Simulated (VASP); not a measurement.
# B3C2Br (I4/mmm) in VASP: notebook

The runs below take B3C2Br through single point, relaxation of cell and atoms, with PBE.

Program: VASP 6.6.1. These are calculated values, not measurements. Logs are shortened: lines on timing, memory, paths and dates and some standing lists are left out, and cuts for length are marked.

**1. The cell of the first run**

The structure is tetragonal, space group I4/mmm (No. 139). The conventional cell has a = 3.133 Å, b = 3.133 Å, c = 10.275 Å, α = 90.00°, β = 90.00°, γ = 90.00°. B (site symmetry -4m2) has 4 C at 1.78 Å and 4 B at 2.22 Å within 2.4 Å. B (site symmetry 4/mmm) has 2 C at 1.71 Å and 4 Br at 2.22 Å within 2.3 Å. C (site symmetry 4mm) has 5 B at 1.71 to 1.78 Å within 2.3 Å. Br (site symmetry 4/mmm) has 4 B at 2.22 Å and 8 C at 2.80 Å within 2.9 Å.

**2. Single point, PBE**

INCAR reads:

```
PREC = Accurate ; ENCUT = 520
EDIFF = 1E-6 ; ISMEAR = 0
SIGMA = 0.1 ; LREAL = F
LASPH = T ; NELM = 60
ALGO = Normal ; ISIF = 2
LWAVE = F ; LCHARG = F
GGA = PE ; NBANDS = 21
```

KPOINTS reads:

```
regular mesh
0
Gamma
  6 6 6
```

POSCAR reads:

```
B3C2Br
1.0
   -1.5664208926      1.5664208926      5.1374141513
    1.5664208926     -1.5664208926      5.1374141513
    1.5664208926      1.5664208926     -5.1374141513
B C Br
3 2 1
Direct
    0.7500000000      0.2500000000      0.5000000000
    0.5000000000      0.5000000000      0.0000000000
    0.2500000000      0.7500000000      0.5000000000
    0.6668422789      0.6668422789      0.0000000000
    0.3331577211      0.3331577211      0.0000000000
    0.0000000000      0.0000000000      0.0000000000
```

Potentials or basis: VASP PAW PBE potentials, release 64 (B, C, Br).

Command:

```
$ cat potpaw_PBE.64/B/POTCAR potpaw_PBE.64/C/POTCAR potpaw_PBE.64/Br/POTCAR > POTCAR
$ mpirun -np 1 vasp_std > vasp.out
```

OUTCAR:

```text
PREC = Accurate
   ENCUT = 520
   EDIFF = 1E-6
   ISMEAR = 0
   LREAL = F
   LASPH = T
   NELM = 60
   ISIF = 2
   GGA = PE

 ion  position               nearest neighbor table
   1  0.750  0.250  0.500-   5 1.78   4 1.78   5 1.78   4 1.78
   2  0.500  0.500  0.000-   4 1.71   5 1.71   6 2.22   6 2.22   6 2.22   6 2.22
   3  0.250  0.750  0.500-   5 1.78   4 1.78   5 1.78   4 1.78
   4  0.667  0.667  0.000-   2 1.71   1 1.78   3 1.78   1 1.78   3 1.78
   5  0.333  0.333  0.000-   2 1.71   1 1.78   3 1.78   3 1.78   1 1.78
   6  0.000  0.000  0.000-   2 2.22   2 2.22   2 2.22   2 2.22

  LATTYP: Found a body centered tetragonal cell.
 ALAT       =     3.1328417852
 C/A-ratio  =     3.2797150342

  Lattice vectors:

 A1 = (  -1.5664208926,   1.5664208926,   5.1374141513)
 A2 = (   1.5664208926,  -1.5664208926,   5.1374141513)
 A3 = (   1.5664208926,   1.5664208926,  -5.1374141513)

Analysis of symmetry for initial positions (statically):
=====================================================================
 Subroutine PRICEL returns:
 Original cell was already a primitive cell.

 Routine SETGRP: Setting up the symmetry group for a
 body centered tetragonal supercell.

 Subroutine GETGRP returns: Found 16 space group operations
 (whereof 16 operations were pure point group operations)
 out of a pool of 16 trial point group operations.

The static configuration has the point symmetry D_4h.

Analysis of symmetry for dynamics (positions and initial velocities):
=====================================================================
 Subroutine PRICEL returns:
 Original cell was already a primitive cell.

 Routine SETGRP: Setting up the symmetry group for a
 body centered tetragonal supercell.

 Subroutine GETGRP returns: Found 16 space group operations
 (whereof 16 operations were pure point group operations)
 out of a pool of 16 trial point group operations.

The dynamic configuration has the point symmetry D_4h.

 Subroutine INISYM returns: Found 16 space group operations
 (whereof 16 operations are pure point group operations),
 and found     1 'primitive' translations

----------------------------------------------------------------------------------------

                                     Primitive cell

  volume of cell :      50.4222

  direct lattice vectors                    reciprocal lattice vectors
    -1.566420893  1.566420893  5.137414151     0.000000000  0.319199011  0.097325227
[... 97 lines left out ...]
   NSW    =      0    number of steps for IOM
   IBRION =     -1    ionic relax: 0-MD 1-quasi-New 2-CG
   NFREE  =      0    steps in history (QN), initial steepest desc. (CG)
   ISIF   =      2    stress and relaxation
   ISYM   =      2    0-nonsym 1-usesym 2-fastsym
   POTIM  = 0.5000    time-step for ionic-motion
   TEBEG  =    0.0;   TEEND  =   0.0 temperature during run
   PSTRESS=    0.0 pullay stress
   NELECT =      24.0000    total number of electrons
   NUPDOWN=      -1.0000    fix difference up-down
   EMIN   =  10.00;   EMAX   =-10.00  energy-range for DOS
   EFERMI =   0.00;   METHOD = LEGACY
   ISMEAR =     0;   SIGMA  =   0.10  broadening in eV -4-tet -1-fermi 0-gaus
   EFERMI_NEDOS =   21; number of points for ismear=-14 and -15
   IALGO  =     38    algorithm
   IMIX   =      4    mixing-type and parameters
     AMIX     =   0.40;   BMIX     =  1.00
     AMIX_MAG =   1.60;   BMIX_MAG =  1.00
  volume/ion in A,a.u.               =       8.40        56.71
  Fermi-wavevector in a.u.,A,eV,Ry     =   1.278217  2.415481 22.229741  1.633840
  Thomas-Fermi vector in A             =   2.410773
   LORBIT       =      0    0 simple, 1 ext, 2 COOP (PROOUT), +10 PAW based schemes
   GGA     = PE    functional components
   LHFCALC =     F    Hartree Fock is set to
   AEXX    =    0.0000 exact exchange contribution
   IVDW    =     0    specifies the selected vdW correction
   LEPSILON=     F    determine dielectric tensor
   LRPA    =     F    only Hartree local field effects (RPA)
 non-spin polarized calculation
 Gauss-broadening in eV      SIGMA  =   0.10
  energy-cutoff  :      520.00
  volume of cell :       50.42
 maximum number of plane-waves:      1376
 NGX is ok and might be reduce to    42
   NGX = 21   NGY = 21   NGZ = 21

 number of electron      24.0000001 magnetization

 Free energy of the ion-electron system (eV)
  ---------------------------------------------------
  ext. energy  EPLUGINS =         0.00000000
  ---------------------------------------------------
  free energy    TOTEN  =       -34.98644294 eV

  energy without entropy =      -34.98585199  energy(sigma->0) =      -34.98614746

 E-fermi :   8.2445     XC(G=0): -12.0695

 val. band max:        8.0457941464   @ k =  -0.1667  -0.1667   0.1667
 cond. band min:       8.2459250709   @ k =   0.0000   0.0000   0.0000
 fundamental gap:      0.2001309245
 Fermi energy:         8.2444693017

 k-point     1 :       0.0000    0.0000    0.0000
  band No.  band energies     occupation
      1     -11.2739      2.00000
      2      -7.3465      2.00000
      3      -4.4166      2.00000
      4       1.8268      2.00000
      5       1.8389      2.00000
      6       1.8389      2.00000
[... 565 lines left out ...]
     20      15.8783      0.00000
     21      17.0939      0.00000

 [... further k-points ...]

------------------------ aborting loop because EDIFF is reached ----------------------------------------

  FORCE on cell =-STRESS in cart. coord.  units (eV):
  Direction    XX          YY          ZZ          XY          YZ          ZX
  --------------------------------------------------------------------------------------
  -------------------------------------------------------------------------------------
  Total        0.0217129      0.0217129      0.0346159      0.0000000      0.0000000     -0.0000000
  in kB        0.6899315      0.6899315      1.0999296      0.0000000      0.0000000     -0.0000000
  external PRESSURE =       0.8265975 kB  Pullay stress =       0.0000000 kB

 VOLUME and BASIS-vectors are now :
 -----------------------------------------------------------------------------
  energy-cutoff  :      520.00
  volume of cell :       50.42
      direct lattice vectors                 reciprocal lattice vectors
    -1.566420893  1.566420893  5.137414151     0.000000000  0.319199011  0.097325227
     1.566420893 -1.566420893  5.137414151     0.319199011  0.000000000  0.097325227
     1.566420893  1.566420893 -5.137414151     0.319199011  0.319199011  0.000000000

 POSITION                                       TOTAL-FORCE (eV/Angst)
 -----------------------------------------------------------------------------------
      0.00000      1.56642      2.56871        -0.000000     -0.000000      0.000000
      0.00000      0.00000      5.13741        -0.000000     -0.000000      0.000000
      1.56642      0.00000      2.56871        -0.000000     -0.000000     -0.000000
      0.00000      0.00000      6.85169        -0.000000     -0.000000     -0.007637
      0.00000      0.00000      3.42314         0.000000      0.000000      0.007637
      0.00000      0.00000      0.00000        -0.000000     -0.000000      0.000000
 -----------------------------------------------------------------------------------
    total drift:                               -0.000000     -0.000000     -0.000000

  FREE ENERGIE OF THE ION-ELECTRON SYSTEM (eV)
  ---------------------------------------------------
  free  energy   TOTEN  =       -34.9864429411 eV

  energy  without entropy=      -34.9858519869  energy(sigma->0) =      -34.98614746
```

OSZICAR:

```text
N       E                     dE             d eps       ncg     rms          rms(c)
DAV:   1     0.580756920549E+02    0.58076E+02   -0.11676E+04  1260   0.106E+03
DAV:   2    -0.332050956317E+02   -0.91281E+02   -0.86967E+02  1646   0.198E+02
DAV:   3    -0.374141166741E+02   -0.42090E+01   -0.41624E+01  1649   0.361E+01
DAV:   4    -0.374525097006E+02   -0.38393E-01   -0.38356E-01  1682   0.345E+00
DAV:   5    -0.374527998388E+02   -0.29014E-03   -0.29009E-03  1651   0.295E-01    0.120E+01
DAV:   6    -0.350390405819E+02    0.24138E+01   -0.65257E+00  1688   0.152E+01    0.794E+00
DAV:   7    -0.350171479154E+02    0.21893E-01   -0.13841E+00  1547   0.636E+00    0.548E+00
DAV:   8    -0.350121496215E+02    0.49983E-02   -0.30432E-01  1637   0.280E+00    0.127E+00
DAV:   9    -0.349860017828E+02    0.26148E-01   -0.10252E-01  1571   0.154E+00    0.128E-01
DAV:  10    -0.349864305435E+02   -0.42876E-03   -0.63545E-03  1592   0.487E-01    0.138E-01
DAV:  11    -0.349864522340E+02   -0.21690E-04   -0.24716E-04  1615   0.948E-02    0.460E-02
DAV:  12    -0.349864404847E+02    0.11749E-04   -0.98012E-05  1536   0.490E-02    0.104E-02
DAV:  13    -0.349864431350E+02   -0.26503E-05   -0.61941E-06  1573   0.183E-02    0.928E-03
DAV:  14    -0.349864429411E+02    0.19390E-06   -0.31224E-07   930   0.351E-03
   1 F= -.34986443E+02 E0= -.34986147E+02  d E =-.590954E-03
```

Wall time 68 s (1 thread of Intel Xeon 6975P-C, shared host); peak memory 0.26 GiB.

What came out:

```yaml
Free_energy: -34.9864 eV
Pressure: 0.1 GPa
Largest_force: 0.008 eV/Å
Band_gap_on_the_k_mesh: zero (band 12 reaches 8.25 eV, above the bottom of band 13 at 7.83 eV)
```

Forces in eV/Å, atoms in the order of the input:
```
B    0.000  0.000  0.000
B    0.000  0.000  0.000
B    0.000  0.000  0.000
C    0.000  0.000 -0.008
C    0.000  0.000  0.008
Br   0.000  0.000  0.000
```

Caveat: the k points lie up to 0.47 Å⁻¹ apart.

**3. Single point, PBE**

This run uses another cell than the first one, of 11.21 Å³/atom, 1.334 times its volume.

INCAR reads:

```
SYSTEM = B3C2Br
PREC     = Accurate       ! precision mode
ENCUT    = 520            ! plane-wave cutoff, eV
EDIFF    = 1E-6           ! SCF threshold, eV
ISMEAR   = 0              ! smearing method
SIGMA    = 0.1            ! smearing width, eV
LREAL    = .False.        ! projectors in reciprocal space
LASPH    = .True.         ! aspherical terms in the spheres
NELM     = 60             ! most SCF steps
ALGO     = Normal         ! electronic algorithm
ISIF     = 2              ! what is computed and relaxed
LWAVE    = .False.        ! write WAVECAR
LCHARG   = .True.         ! write CHGCAR
GGA      = PE             ! functional
LELF     = .True.         ! ELF
LVHAR    = .True.       
NBANDS   = 21             ! bands
```

KPOINTS reads:

```
Automatic mesh
0
Gamma
  6 6 6
  0 0 0
```

POSCAR reads:

```
B3C2Br
1.0
   -1.8789165300      1.8789165300      4.7633117600
    1.8789165300     -1.8789165300      4.7633117600
    1.8789165300      1.8789165300     -4.7633117600
B C Br
3 2 1
Direct
    0.7500000000      0.2500000000      0.5000000000
    0.5000000000      0.5000000000      0.0000000000
    0.2500000000      0.7500000000      0.5000000000
    0.6907110200      0.6907110200      0.0000000000
    0.3092889800      0.3092889800      0.0000000000
    0.0000000000      0.0000000000      0.0000000000
```

Potentials or basis: VASP PAW PBE potentials, release 64 (B, C, Br).

Command:

```
$ cat potpaw_PBE.64/B/POTCAR potpaw_PBE.64/C/POTCAR potpaw_PBE.64/Br/POTCAR > POTCAR
$ mpirun -np 1 vasp_std > vasp.out
```

Wall time 70 s (1 thread of Intel Xeon 6975P-C, shared host); peak memory 0.27 GiB.

It converged, with:

* Free energy: -31.2049 eV
* Pressure: -28.1 GPa
* Largest force: 3.078 eV/Å
* Band gap on the k mesh: zero (band 12 reaches 4.71 eV, above the bottom of band 13 at 3.78 eV)

Forces on the atoms (eV/Å):
```
B    0.000  0.000  0.000
B    0.000  0.000  0.000
B    0.000  0.000  0.000
C    0.000  0.000 -3.078
C    0.000  0.000  3.078
Br   0.000  0.000  0.000
```

Stress tensor (GPa, compression positive):
```
-32.15   0.00   0.00
  0.00 -32.15   0.00
  0.00   0.00 -19.94
```

Levels at points of the mesh, in eV from the Fermi level:
| k point | band 10 | band 11 | band 12 | band 13 | band 14 | band 15 |
| --- | --- | --- | --- | --- | --- | --- |
| (0.00, 0.00, 0.00) | -1.59 | -0.30 | -0.30 | 0.45 | 2.05 | 3.97 |
| (0.50, 0.00, 0.00) | -1.84 | -1.75 | -0.72 | 0.85 | 1.94 | 2.48 |
| (0.50, 0.50, 0.00) | -1.56 | -1.03 | 0.45 | 3.96 | 5.20 | 5.34 |
| (0.50, 0.50, 0.50) | -1.96 | -1.82 | -0.39 | -0.39 | 0.78 | 3.10 |

Caveat: the k points lie up to 0.39 Å⁻¹ apart; forces of over 1 eV/Å act on the atoms, so gaps and moduli don't describe the material at rest.

**4. Relaxation of cell and atoms, PBE**

This run uses another cell than the first one, of 11.21 Å³/atom, 1.334 times its volume.

INCAR reads:

```
  PREC = Accurate
  ENCUT = 600
  EDIFF = 1E-6
  ISMEAR = 0
  SIGMA = 0.1
  LREAL = F
  LASPH = T
  NELM = 100
  ALGO = Normal
  ISIF = 3
  LWAVE = F
  LCHARG = F
  GGA = PE
  IBRION = 2
  NSW = 90
  EDIFFG = -0.04
```

KPOINTS reads:

```
Automatic mesh
0
Gamma
  6 6 6
```

POSCAR is that of step 3.

Command:

```
$ cat potpaw_PBE.64/B/POTCAR potpaw_PBE.64/C/POTCAR potpaw_PBE.64/Br/POTCAR > POTCAR
$ mpirun -np 1 vasp_std > vasp.out
```

Run time: 9.7 min. Hardware: 1 thread of Intel Xeon 6975P-C, shared host; peak memory 0.38 GiB.

Results (log left out):

| Item | Value |
| --- | --- |
| Free energy | -35.0030 eV |
| Relaxed volume | 8.42 Å³/atom |
| Relaxed cell | a = 5.598 Å, b = 5.598 Å, c = 5.598 Å, α = 147.48°, β = 147.48°, γ = 46.66° |
| Space group after relaxing (to 0.05 Å) | I4/mmm (No. 139) |
| Energy gained by relaxing | 632.6 meV/atom |
| Ionic steps | 11 |
| Pressure after relaxing | -0.5 GPa |
| Largest force after relaxing | 0.015 eV/Å |
| Band gap on the k mesh | zero (band 12 reaches 8.22 eV, above the bottom of band 13 at 7.80 eV) |

Forces in eV/Å, atoms in the order of the input:
```
B    0.000  0.000  0.000
B    0.000  0.000  0.000
B    0.000  0.000  0.000
C    0.000  0.000 -0.015
C    0.000  0.000  0.015
Br   0.000  0.000  0.000
```

Step by step:
```csv
step,energy change (eV),largest force (eV/Å),pressure (GPa),volume (Å³)
1,0.0000,3.0782,-28.16,67.26
2,-2.5189,0.9091,11.50,49.82
3,-2.5286,1.1960,7.79,50.59
4,-3.4202,1.1559,8.30,49.56
5,-3.5075,2.5306,9.57,48.98
6,-3.6063,0.1999,-6.01,51.86
7,-3.7704,0.7736,-0.89,50.55
8,-3.7707,0.8117,-0.62,50.49
9,-3.7914,0.2304,1.67,50.08
10,-3.7950,0.0643,1.00,50.20
11,-3.7957,0.0152,-0.47,50.53
```

Final structure:
```
B C Br
1.0
    -1.56762    1.56762    5.14055
     1.56762   -1.56762    5.14055
     1.56762    1.56762   -5.14055
B C Br
3 2 1
Direct
  0.75000 0.25000 0.50000
  0.50000 0.50000 0.00000
  0.25000 0.75000 0.50000
  0.66687 0.66687 0.00000
  0.33313 0.33313 0.00000
  0.00000 0.00000 0.00000
```

Levels at points of the mesh, in eV from the Fermi level:
| k point | band 10 | band 11 | band 12 | band 13 | band 14 | band 15 |
| --- | --- | --- | --- | --- | --- | --- |
| (0.00, 0.00, 0.00) | -1.32 | 0.00 | 0.00 | 0.62 | 1.98 | 2.43 |
| (0.50, 0.00, 0.00) | -2.73 | -2.44 | -0.76 | 0.56 | 1.37 | 2.32 |
| (0.50, 0.50, 0.00) | -4.86 | -3.51 | -2.94 | 2.32 | 6.14 | 7.14 |
| (0.50, 0.50, 0.50) | -2.18 | -0.92 | -0.92 | -0.41 | 0.22 | 3.20 |

Caveat: the k points lie up to 0.47 Å⁻¹ apart in the final cell; the volume moved by over 15 % at a fixed basis, so the end points are rough.

(Part 1 of 2 ends here.)
